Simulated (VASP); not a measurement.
# Ta2N (P-3m1) in VASP: a series of runs, part 3 of 3

VASP 6.6.1. Earlier steps stand in the parts before.

## (5) Single point, r2SCAN+D4

This run uses another cell than the first one, of 13.30 Å³/atom.

The input, POSCAR:

```
Ta2N
1.0
    3.0670224003      0.0000000000      0.0000000000
   -1.5335112001      2.6561193126      0.0000000000
    0.0000000000      0.0000000000      4.8964495216
Ta N
2 1
Direct
    0.3333333333      0.6666666667      0.2573813287
    0.6666666667      0.3333333333      0.7426186713
    0.0000000000      0.0000000000      0.0000000000
```

The input, INCAR.step1:

```
SYSTEM = Ta2N
PREC = Accurate
ENCUT = 520
ISMEAR = -1
SIGMA = 0.05
LREAL = .False.
LASPH = .True.
NELM = 60
NBANDS = 20
GGA = PE
ALGO = Normal
EDIFF = 1E-4
LWAVE = .True.
LCHARG = .False.
```

The input, INCAR.step2:

```
SYSTEM = Ta2N
PREC = Accurate
ENCUT = 520
EDIFF = 1E-7
ISMEAR = -1
SIGMA = 0.05
LREAL = .False.
LASPH = .True.
NELM = 60
ALGO = Normal
ISIF = 2
LWAVE = .False.
LCHARG = .False.
METAGGA = R2SCAN
LMIXTAU = .True.
IVDW = 13
VDW_S6 = 1.0
VDW_S8 = 0.6018749
VDW_A1 = 0.51559235
VDW_A2 = 5.77342911
NBANDS = 20
ISTART = 1
```

The input, KPOINTS:

```
Automatic mesh
0
Gamma
  10 10 6
  0 0 0
```

The run is started by

```
$ cat potpaw_PBE.64/Ta_pv/POTCAR potpaw_PBE.64/N/POTCAR > POTCAR
$ cp INCAR.step1 INCAR
$ mpirun -np 1 vasp_std > vasp.out
$ cp INCAR.step2 INCAR
$ mpirun -np 1 vasp_std > vasp.out
```

It took 3.1 min on 1 thread of Intel Xeon 8259CL, shared host; peak memory 0.2 GiB.

Results (log left out):

| Item | Value |
| --- | --- |
| Free energy | -109.3395 eV |
| Pressure | 1.1 GPa |
| Largest force | 0.077 eV/Å |
| Band gap on the k mesh | zero (an odd number of electrons rules out a gap without spin polarisation) |
| Dispersion energy per atom | -0.102 eV |

Forces in eV/Å, atoms in the order of the input:
```
Ta   0.000  0.000  0.077
Ta   0.000  0.000 -0.077
N    0.000  0.000  0.000
```

Stress tensor (GPa, compression positive):
```
1.19 0.00 0.00
0.00 1.19 0.00
0.00 0.00 0.99
```

Levels at points of the mesh, in eV from the Fermi level:
| k point | band 10 | band 11 | band 12 | band 13 | band 14 | band 15 | band 16 | band 17 | band 18 | band 19 |
| --- | --- | --- | --- | --- | --- | --- | --- | --- | --- | --- |
| (0.00, 0.00, 0.00) | -6.34 | -5.48 | -0.85 | -0.24 | -0.24 | 0.08 | 0.52 | 0.52 | 1.15 | 1.15 |
| (0.50, 0.00, 0.00) | -6.73 | -4.89 | -2.95 | -1.56 | 1.54 | 2.17 | 4.16 | 4.22 | 4.46 | 4.58 |
| (0.00, 0.00, 0.50) | -6.53 | -3.36 | -3.02 | -1.06 | -1.06 | 1.74 | 2.40 | 2.49 | 2.49 | 2.70 |
| (0.50, 0.00, 0.50) | -6.46 | -3.55 | -2.49 | -2.30 | -0.63 | 0.72 | 3.76 | 3.99 | 4.36 | 4.73 |

Caveat: the PAW data sets were made with another functional, which shifts forces and pressure a little; spin-orbit coupling is left out, which moves the levels of the heavy elements.

## (6) Single point, r2SCAN

This run uses another cell than the first one, of 13.35 Å³/atom.

The input, POSCAR:

```
Ta2N
1.0
    3.0708767897      0.0000000000      0.0000000000
   -1.5354383949      2.6594573118      0.0000000000
    0.0000000000      0.0000000000      4.9036442980
Ta N
2 1
Direct
    0.3333333333      0.6666666667      0.2572897617
    0.6666666667      0.3333333333      0.7427102383
    0.0000000000      0.0000000000      0.0000000000
```

The input, INCAR.step1:

```
SYSTEM = Ta2N
PREC = Accurate
ENCUT = 520
ISMEAR = -1
SIGMA = 0.05
LREAL = .FALSE.
LASPH = .TRUE.
NELM = 100
NBANDS = 20
GGA = PE
ALGO = Normal
EDIFF = 1E-4
LWAVE = .TRUE.
LCHARG = .FALSE.
```

The input, INCAR.step2:

```
SYSTEM = Ta2N
PREC = Accurate
ENCUT = 520
EDIFF = 1E-6
ISMEAR = -1
SIGMA = 0.05
LREAL = .FALSE.
LASPH = .TRUE.
NELM = 100
ALGO = Normal
ISIF = 2
LWAVE = .FALSE.
LCHARG = .FALSE.
METAGGA = R2SCAN
LMIXTAU = .TRUE.
NBANDS = 20
ISTART = 1
```

The input, KPOINTS:

```
Automatic mesh
0
G
  10 10 6
  0 0 0
```

Potentials or basis: VASP PAW PBE potentials, release 64 (Ta_pv, N).

The run is started by

```
$ cat potpaw_PBE.64/Ta_pv/POTCAR potpaw_PBE.64/N/POTCAR > POTCAR
$ cp INCAR.step1 INCAR
$ mpirun -np 1 vasp_std > vasp.out
$ cp INCAR.step2 INCAR
$ mpirun -np 1 vasp_std > vasp.out
```

OUTCAR:

```text
SYSTEM = Ta2N
   PREC = Accurate
   ENCUT = 520
   EDIFF = 1E-6
   ISMEAR = -1
   LREAL = .FALSE.
   LASPH = .TRUE.
   NELM = 100
   ISIF = 2
   METAGGA = R2SCAN
   ISTART = 1

 ion  position               nearest neighbor table
   1  0.333  0.667  0.257-   3 2.18   3 2.18   3 2.18   2 2.97   2 2.97   2 2.97   2 3.08   2 3.08
                             2 3.08
   2  0.667  0.333  0.743-   3 2.18   3 2.18   3 2.18   1 2.97   1 2.97   1 2.97   1 3.08   1 3.08
                             1 3.08
   3  0.000  0.000  0.000-   1 2.18   2 2.18   2 2.18   1 2.18   2 2.18   1 2.18

  LATTYP: Found a hexagonal cell.
 ALAT       =     3.0708767897
 C/A-ratio  =     1.5968222217

  Lattice vectors:

 A1 = (   3.0708767897,   0.0000000000,   0.0000000000)
 A2 = (  -1.5354383949,   2.6594573118,   0.0000000000)
 A3 = (   0.0000000000,   0.0000000000,   4.9036442980)

Analysis of symmetry for initial positions (statically):
=====================================================================
 Subroutine PRICEL returns:
 Original cell was already a primitive cell.

 Routine SETGRP: Setting up the symmetry group for a
 hexagonal supercell.

 Subroutine GETGRP returns: Found 12 space group operations
[... 166 lines left out ...]

 E-fermi :   7.6903     XC(G=0): -14.0366

 val. band max:        7.6868055639   @ k =   0.1000  -0.0000   0.0000
 cond. band min:       7.7406637513   @ k =   0.2000   0.1000   0.3333
 fundamental gap:      0.0538581873
 Fermi energy:         7.6903259776

 k-point     1 :       0.0000    0.0000    0.0000
  band No.  band energies     occupation
      1     -29.3894      2.00000
      2     -28.5544      2.00000
      3     -28.5544      2.00000
      4     -28.4306      2.00000
      5     -28.4306      2.00000
      6     -28.3614      2.00000
[... 541 lines left out ...]
     19      12.4637      0.00000
     20      13.3174      0.00000

 [... further k-points ...]

------------------------ aborting loop because EDIFF is reached ----------------------------------------

  FORCE on cell =-STRESS in cart. coord.  units (eV):
  Direction    XX          YY          ZZ          XY          YZ          ZX
  --------------------------------------------------------------------------------------
  -------------------------------------------------------------------------------------
  Total        0.2777619      0.2777619      0.2328784     -0.0000000      0.0000000      0.0000000
  in kB       11.1124247     11.1124247      9.3167693     -0.0000000      0.0000000      0.0000000
  external PRESSURE =      10.5138729 kB  Pullay stress =       0.0000000 kB

 VOLUME and BASIS-vectors are now :
 -----------------------------------------------------------------------------
  energy-cutoff  :      520.00
  volume of cell :       40.05
      direct lattice vectors                 reciprocal lattice vectors
     3.070876790  0.000000000  0.000000000     0.325639897  0.188008282  0.000000000
    -1.535438395  2.659457312  0.000000000     0.000000000  0.376016564  0.000000000
     0.000000000  0.000000000  4.903644298     0.000000000  0.000000000  0.203929963

 POSITION                                       TOTAL-FORCE (eV/Angst)
 -----------------------------------------------------------------------------------
     -0.00000      1.77297      1.26166         0.000000      0.000000      0.077281
      1.53544      0.88649      3.64199         0.000000     -0.000000     -0.077281
      0.00000      0.00000      0.00000        -0.000000      0.000000      0.000000
 -----------------------------------------------------------------------------------
    total drift:                               -0.000000      0.000000     -0.000000

  FREE ENERGIE OF THE ION-ELECTRON SYSTEM (eV)
  ---------------------------------------------------
  free  energy   TOTEN  =      -109.0352607450 eV

  energy  without entropy=     -109.0249890719  energy(sigma->0) =     -109.03012491
```

OUTCAR.step1:

```text
SYSTEM = Ta2N
   PREC = Accurate
   ENCUT = 520
   ISMEAR = -1
   LREAL = .FALSE.
   LASPH = .TRUE.
   NELM = 100
[... 778 lines left out ...]
     -0.00000      1.77297      1.26166         0.000000      0.000000     -0.047480
      1.53544      0.88649      3.64199        -0.000000     -0.000000      0.047480
      0.00000      0.00000      0.00000         0.000000      0.000000      0.000000
 -----------------------------------------------------------------------------------
    total drift:                               -0.000000      0.000000      0.000000

  FREE ENERGIE OF THE ION-ELECTRON SYSTEM (eV)
  ---------------------------------------------------
  free  energy   TOTEN  =       -34.3742882277 eV

  energy  without entropy=      -34.3630810948  energy(sigma->0) =      -34.36868466
```

OSZICAR.step1:

```text
N       E                     dE             d eps       ncg     rms          rms(c)
DAV:   1     0.211788848442E+03    0.21179E+03   -0.14949E+04  2880   0.139E+03
DAV:   2    -0.282725861594E+02   -0.24006E+03   -0.23354E+03  3280   0.398E+02
DAV:   3    -0.375130579654E+02   -0.92405E+01   -0.90634E+01  3644   0.699E+01
DAV:   4    -0.376278508723E+02   -0.11479E+00   -0.11421E+00  3536   0.752E+00
DAV:   5    -0.376289816797E+02   -0.11308E-02   -0.11304E-02  3544   0.635E-01    0.270E+01
DAV:   6    -0.347451043196E+02    0.28839E+01   -0.15793E+01  3740   0.250E+01    0.128E+01
DAV:   7    -0.344338884551E+02    0.31122E+00   -0.17369E+00  3240   0.854E+00    0.688E+00
DAV:   8    -0.343790786675E+02    0.54810E-01   -0.28225E-01  3336   0.410E+00    0.434E-01
DAV:   9    -0.343747288209E+02    0.43498E-02   -0.30711E-02  3508   0.111E+00    0.255E-01
DAV:  10    -0.343744280044E+02    0.30082E-03   -0.52543E-03  3616   0.564E-01    0.786E-02
DAV:  11    -0.343743211387E+02    0.10687E-03   -0.13780E-03  3384   0.221E-01    0.415E-02
DAV:  12    -0.343742882277E+02    0.32911E-04   -0.17733E-04  2200   0.872E-02
   1 F= -.34374288E+02 E0= -.34368685E+02  d E =-.112071E-01
```

Wall time 2.3 min (1 thread of Intel Xeon 8259CL, shared host); peak memory 0.2 GiB.

What came out:

| Quantity | Value |
| --- | --- |
| Free energy | -109.0353 eV |
| Pressure | 1.1 GPa |
| Largest force | 0.077 eV/Å |
| Band gap on the k mesh | zero (an odd number of electrons rules out a gap without spin polarisation) |

Forces on the atoms (eV/Å):
```
Ta   0.000  0.000  0.077
Ta   0.000  0.000 -0.077
N    0.000  0.000  0.000
```

Stress tensor (GPa, compression positive):
```
1.11 0.00 0.00
0.00 1.11 0.00
0.00 0.00 0.93
```

Caveat: the PAW data sets were made with another functional, which shifts forces and pressure a little; spin-orbit coupling is left out, which moves the levels of the heavy elements.

## (7) Overview

```tsv
level	cell	gap on the mesh (eV)	pressure (GPa)	largest force (eV/Å)
r2SCAN+rVV10	a = 3.063, b = 3.063, c = 4.894 Å, angles 90.0, 90.0, 120.0°, 3 atoms	none	1.8	0.08
r2SCAN	a = 3.063, b = 3.063, c = 4.894 Å, angles 90.0, 90.0, 120.0°, 3 atoms	none	3.1	0.08
r2SCAN+D3(BJ)	a = 3.064, b = 3.064, c = 4.896 Å, angles 90.0, 90.0, 120.0°, 3 atoms	none	-0.2	0.08
r2SCAN+D4	a = 3.067, b = 3.067, c = 4.896 Å, angles 90.0, 90.0, 120.0°, 3 atoms	none	1.1	0.08
r2SCAN	a = 3.071, b = 3.071, c = 4.904 Å, angles 90.0, 90.0, 120.0°, 3 atoms	none	1.1	0.08
```

Alike in all rows: task single point; potentials or basis VASP PAW PBE potentials, release 64 (Ta_pv, N); no spin polarisation; k mesh 10 × 10 × 6; cutoff (eV) 520; smearing fermi-dirac 0.05 eV.

The pressure there spans -0.2 GPa (r2SCAN+D3(BJ)) to 3.1 GPa (r2SCAN); a positive pressure means that this level wants a larger cell, a negative one a smaller.

Caveats: the PAW data sets were made with another functional, which shifts forces and pressure a little; spin-orbit coupling is left out, which moves the levels of the heavy elements; the cell stands under pressure (at least some runs); three body term missing (at least some runs).

Absolute energies hang on the potentials; compare differences alone.
